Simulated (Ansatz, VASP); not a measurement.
# Two plane-wave programs on MgCd3O

```
CELL_PARAMETERS angstrom
4.68957 0.00000 0.00000
0.00000 4.68957 0.00000
0.00000 0.00000 4.68957
ATOMIC_POSITIONS crystal
Mg 0.00000 0.00000 0.00000
Cd 0.00000 0.50000 0.50000
Cd 0.50000 0.00000 0.50000
Cd 0.50000 0.50000 0.00000
O 0.50000 0.50000 0.50000
```

Alike in both runs: functional PBE; k mesh 4 × 4 × 4; occupations gaussian, width 0.1 eV; no spin polarisation.

Ansatz relaxed the structure, and its values are those at the end. VASP's run is a single point on that final structure, the one shown.

|  | VASP | Ansatz |
| --- | --- | --- |
| version | VASP 6.6.1 | Ansatz 0.2.0 |
| potentials or method | VASP PAW PBE potentials, release 64 (Mg, Cd, O), cutoff 600 eV | scalar-relativistic, plane waves, PAW |
| valence electrons in the cell | 44 | 76 |

|  | VASP | Ansatz | Ansatz less VASP |
| --- | --- | --- | --- |
| gap on the k mesh at the Fermi level (eV) | none | none | - |
| pressure (GPa) | 0.4 | 0.1 | -0.27 |

A gap of «none» marks a metal or a gap that the smearing closes. VASP's potentials hold 44 valence electrons a cell and Ansatz's 76, so a difference there can come from the potentials and not from the codes.
